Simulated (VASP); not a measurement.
# C in VASP: a series of runs

Runs on C. Level: PBEsol. Tasks: single point.

Program: VASP 6.6.1. These are calculated values, not measurements. Logs are shortened: lines on timing, memory, paths and dates and some standing lists are left out, and cuts for length are marked.

## 1. The cell of the first run

The cell holds a slab with vacuum, 8 atoms: a = 2.459 Å, b = 2.459 Å, c = 25.880 Å, α = 90.00°, β = 90.00°, γ = 60.00°.

## 2. Single point, PBEsol

File INCAR:

```
SYSTEM = C
PREC     = Accurate       ! precision mode
ENCUT    = 520            ! plane-wave cutoff, eV
EDIFF    = 1E-6           ! SCF threshold, eV
ISMEAR   = 0              ! smearing method
SIGMA    = 0.05           ! smearing width, eV
LREAL    = .False.        ! projectors in reciprocal space
LASPH    = .True.         ! aspherical terms in the spheres
NELM     = 80             ! most SCF steps
ALGO     = Normal         ! electronic algorithm
ISIF     = 2              ! what is computed and relaxed
LWAVE    = .False.        ! write WAVECAR
LCHARG   = .False.        ! write CHGCAR
LDIPOL   = .True.       
IDIPOL   = 3            
DIPOL    = 0.5 0.5 0.500
GGA      = PS             ! functional
NBANDS   = 26             ! bands
```

File KPOINTS:

```
Automatic mesh
0
Gamma
  12 12 1
  0 0 0
```

File POSCAR:

```
C
1.0
    2.4588653602      0.0000000000      0.0000000000
    1.2294348961      2.1294385870      0.0000000000
    0.0000000000      0.0000000000     25.8799844383
C
8
Direct
    0.1644389437      0.1644389437      0.2897992469
    0.4977711020      0.4977711020      0.2898105861
    0.4955439665      0.4955439665      0.4299293026
    0.8288761248      0.8288761248      0.4299406418
    0.8266489893      0.8266489893      0.5700593582
    0.1599811476      0.1599811476      0.5700706974
    0.1577540121      0.1577540121      0.7101894139
    0.4910861704      0.4910861704      0.7102007531
```

Potentials or basis: VASP PAW PBE potentials, release 64 (C).

Launch:

```console
cat potpaw_PBE.64/C/POTCAR > POTCAR
mpirun -np 1 vasp_std > vasp.out
```

OUTCAR:

```text
SYSTEM = C
   PREC = Accurate
   ENCUT = 520
   EDIFF = 1E-6
   ISMEAR = 0
   LREAL = .False.
   LASPH = .True.
   NELM = 80
   ISIF = 2
   GGA = PS

 ion  position               nearest neighbor table
   1  0.164  0.164  0.290-   2 1.42   2 1.42   2 1.42
   2  0.498  0.498  0.290-   1 1.42   1 1.42   1 1.42
   3  0.496  0.496  0.430-   4 1.42   4 1.42   4 1.42
   4  0.829  0.829  0.430-   3 1.42   3 1.42   3 1.42
   5  0.827  0.827  0.570-   6 1.42   6 1.42   6 1.42
   6  0.160  0.160  0.570-   5 1.42   5 1.42   5 1.42
   7  0.158  0.158  0.710-   8 1.42   8 1.42   8 1.42
   8  0.491  0.491  0.710-   7 1.42   7 1.42   7 1.42

  LATTYP: Found a hexagonal cell.
 ALAT       =     2.4588653602
 C/A-ratio  =    10.5251734630

  Lattice vectors:

 A1 = (  -1.2294348961,  -2.1294385870,   0.0000000000)
 A2 = (   2.4588653602,   0.0000000000,   0.0000000000)
 A3 = (   0.0000000000,   0.0000000000,  25.8799844383)

Analysis of symmetry for initial positions (statically):
=====================================================================
 Subroutine PRICEL returns:
 Original cell was already a primitive cell.

 Routine SETGRP: Setting up the symmetry group for a
 hexagonal supercell.

 Subroutine GETGRP returns: Found  4 space group operations
 (whereof  2 operations were pure point group operations)
 out of a pool of 24 trial point group operations.

The static configuration has the point symmetry C_1h.
 The point group associated with its full space group is C_2h.

Analysis of symmetry for dynamics (positions and initial velocities):
=====================================================================
 Subroutine PRICEL returns:
 Original cell was already a primitive cell.

 Routine SETGRP: Setting up the symmetry group for a
 hexagonal supercell.

 Subroutine GETGRP returns: Found  4 space group operations
 (whereof  2 operations were pure point group operations)
 out of a pool of 24 trial point group operations.

The dynamic configuration has the point symmetry C_1h.
 The point group associated with its full space group is C_2h.

 Subroutine INISYM returns: Found  4 space group operations
 (whereof  2 operations are pure point group operations),
 and found     1 'primitive' translations

----------------------------------------------------------------------------------------

                                     Primitive cell
[... 113 lines left out ...]
   PSTRESS=    0.0 pullay stress
   NELECT =      32.0000    total number of electrons
   NUPDOWN=      -1.0000    fix difference up-down
   EMIN   =  10.00;   EMAX   =-10.00  energy-range for DOS
   EFERMI =   0.00;   METHOD = LEGACY
   ISMEAR =     0;   SIGMA  =   0.05  broadening in eV -4-tet -1-fermi 0-gaus
   EFERMI_NEDOS =   21; number of points for ismear=-14 and -15
   IALGO  =     38    algorithm
   IMIX   =      4    mixing-type and parameters
     AMIX     =   0.40;   BMIX     =  1.00
     AMIX_MAG =   1.60;   BMIX_MAG =  1.00
  volume/ion in A,a.u.               =      16.94       114.31
  Fermi-wavevector in a.u.,A,eV,Ry     =   1.011898  1.912211 13.931524  1.023938
  Thomas-Fermi vector in A             =   2.144975
   LORBIT       =      0    0 simple, 1 ext, 2 COOP (PROOUT), +10 PAW based schemes
   GGA     = PS    functional components
   LHFCALC =     F    Hartree Fock is set to
   AEXX    =    0.0000 exact exchange contribution
   IVDW    =     0    specifies the selected vdW correction
   LEPSILON=     F    determine dielectric tensor
   LRPA    =     F    only Hartree local field effects (RPA)
 non-spin polarized calculation
 Gauss-broadening in eV      SIGMA  =   0.05
  energy-cutoff  :      520.00
  volume of cell :      135.51
 maximum number of plane-waves:      3704
   NGX =  9   NGY =  9   NGZ = 97

 number of electron      32.0000000 magnetization

 dipolmoment           0.000000      0.000000      0.000002 electrons x Angstroem

 Free energy of the ion-electron system (eV)
  ---------------------------------------------------
  ext. energy  EPLUGINS =         0.00000000
  ---------------------------------------------------
  free energy    TOTEN  =       -77.14228874 eV

  energy without entropy =      -77.14150514  energy(sigma->0) =      -77.14189694

 E-fermi :   0.3460     XC(G=0):  -5.8680

 val. band max:        0.3459306853   @ k =  -0.3333   0.3333   0.0000
 cond. band min:       0.3459952919   @ k =  -0.3333   0.3333   0.0000
 fundamental gap:      0.0000646066
 Fermi energy:         0.3459629886

 k-point     1 :       0.0000    0.0000    0.0000
  band No.  band energies     occupation
      1     -19.2615      2.00000
      2     -19.2235      2.00000
      3     -19.1727      2.00000
      4     -19.1285      2.00000
      5      -7.8753      2.00000
      6      -7.5689      2.00000
[... 685 lines left out ...]
     25       8.7778      0.00000
     26       8.8218      0.00000

 [... further k-points ...]

------------------------ aborting loop because EDIFF is reached ----------------------------------------

 vacuum level on the upper side and lower side of the slab       (xc-potential included)        -0.167        -0.167

  FORCE on cell =-STRESS in cart. coord.  units (eV):
  Direction    XX          YY          ZZ          XY          YZ          ZX
  --------------------------------------------------------------------------------------
  -------------------------------------------------------------------------------------
  Total        0.4946709      0.4937970     -0.0959639      0.0007569      0.0008906      0.0015425
  in kB        5.8487501      5.8384170     -1.1346309      0.0089487      0.0105298      0.0182382
  external PRESSURE =       3.5175121 kB  Pullay stress =       0.0000000 kB

 VOLUME and BASIS-vectors are now :
 -----------------------------------------------------------------------------
  energy-cutoff  :      520.00
  volume of cell :      135.51
      direct lattice vectors                 reciprocal lattice vectors
     2.458865360  0.000000000  0.000000000     0.406691646 -0.234804095  0.000000000
     1.229434896  2.129438587  0.000000000     0.000000000  0.469607344  0.000000000
     0.000000000  0.000000000 25.879984438     0.000000000  0.000000000  0.038639900

 POSITION                                       TOTAL-FORCE (eV/Angst)
 -----------------------------------------------------------------------------------
      0.60650      0.35016      7.50000        -0.000335     -0.000194      0.000107
      1.83593      1.05997      7.50029         0.000103      0.000060      0.005128
      1.82771      1.05523     11.12656        -0.000271     -0.000156     -0.010076
      3.05714      1.76504     11.12686         0.000125      0.000072      0.009900
      3.04893      1.76030     14.75313        -0.000125     -0.000072     -0.009900
      0.59006      0.34067     14.75342         0.000271      0.000156      0.010076
      0.58184      0.33593     18.37969        -0.000103     -0.000060     -0.005128
      1.81127      1.04574     18.37998         0.000335      0.000194     -0.000107
 -----------------------------------------------------------------------------------
    total drift:                                0.000039      0.000022      0.000127

  FREE ENERGIE OF THE ION-ELECTRON SYSTEM (eV)
  ---------------------------------------------------
  free  energy   TOTEN  =       -77.1422887351 eV

  energy  without entropy=      -77.1415051388  energy(sigma->0) =      -77.14189694

 vacuum level on the upper side and lower side of the slab         4.552         4.552
```

stdout:

```text
POSCAR found type information on POSCAR C
 POSCAR found :  1 types and       8 ions
 scaLAPACK will be used
 -----------------------------------------------------------------------------
|                                                                             |
|                                                                             |
|     You enforced a specific xc type in the INCAR file but a different       |
|     I HOPE YOU KNOW WHAT YOU ARE DOING!                                     |
|                                                                             |
 -----------------------------------------------------------------------------

 LDA part: xc-table for (Slater+PW92), standard interpolation
 POSCAR, INCAR and KPOINTS ok, starting setup
 FFT: planning ... GRIDC
 FFT: planning ... GRID_SOFT
 FFT: planning ... GRID
 WAVECAR not read
 entering main loop
```

It took 3 min on 1 thread of Intel Xeon 6975P-C, shared host; peak memory 0.28 GiB.

What came out:

| Item | Value |
| --- | --- |
| Free energy | -77.1423 eV |
| Largest force | 0.010 eV/Å |
| Band gap on the k mesh | zero (filled and empty bands touch) |

Forces on the atoms (eV/Å):
```
C    0.000  0.000  0.000
C    0.000  0.000  0.005
C    0.000  0.000 -0.010
C    0.000  0.000  0.010
C    0.000  0.000 -0.010
C    0.000  0.000  0.010
C    0.000  0.000 -0.005
C    0.000  0.000  0.000
```

Levels at points of the mesh, in eV from the Fermi level:
```tsv
k point	band 13	band 14	band 15	band 16	band 17	band 18	band 19	band 20
(0.00, 0.00, 0.00)	-2.99	-2.99	-2.99	-2.99	3.43	3.67	4.26	5.04
(0.50, 0.00, 0.00)	-2.57	-2.47	-2.32	-2.20	1.44	1.60	1.77	1.87
(0.50, 0.50, 0.00)	-2.56	-2.47	-2.33	-2.20	1.45	1.61	1.77	1.86
```

Caveat: the PAW data sets were made with another functional, which shifts forces and pressure a little.

## 3. Single point, PBEsol

File INCAR:

```
ALGO = Normal ; DIPOL = 0.5 0.5 0.500
EDIFF = 1E-6 ; ENCUT = 520
GGA = PS ; IDIPOL = 3
ISIF = 2 ; ISMEAR = 0
LASPH = T ; LCHARG = F
LDIPOL = T ; LREAL = F
LWAVE = F ; NBANDS = 26
NELM = 100 ; PREC = Accurate
SIGMA = 0.05
```

File KPOINTS:

```
k-points
0
Gamma
  12 12 1
```

POSCAR is that of step 2.

Potentials or basis: VASP PAW PBE potentials, release 64 (C).

Launch:

```console
cat potpaw_PBE.64/C/POTCAR > POTCAR
mpirun -np 1 vasp_std > vasp.out
```

Wall time 3.1 min (1 thread of Intel Xeon 6975P-C, shared host); peak memory 0.28 GiB.

Results (log left out):

```
Free energy            : -77.1423 eV
Largest force          : 0.010 eV/Å
Band gap on the k mesh : zero (filled and empty bands touch)
```

Forces on the atoms (eV/Å):
```
C    0.000  0.000  0.000
C    0.000  0.000  0.005
C    0.000  0.000 -0.010
C    0.000  0.000  0.010
C    0.000  0.000 -0.010
C    0.000  0.000  0.010
C    0.000  0.000 -0.005
C    0.000  0.000  0.000
```

Levels at points of the mesh, in eV from the Fermi level:
| k point | band 14 | band 15 | band 16 | band 17 | band 18 | band 19 |
| --- | --- | --- | --- | --- | --- | --- |
| (0.00, 0.00, 0.00) | -2.99 | -2.99 | -2.99 | 3.43 | 3.67 | 4.26 |
| (0.50, 0.00, 0.00) | -2.47 | -2.32 | -2.20 | 1.44 | 1.60 | 1.77 |
| (0.50, 0.50, 0.00) | -2.47 | -2.33 | -2.20 | 1.45 | 1.61 | 1.77 |

Caveat: the PAW data sets were made with another functional, which shifts forces and pressure a little.
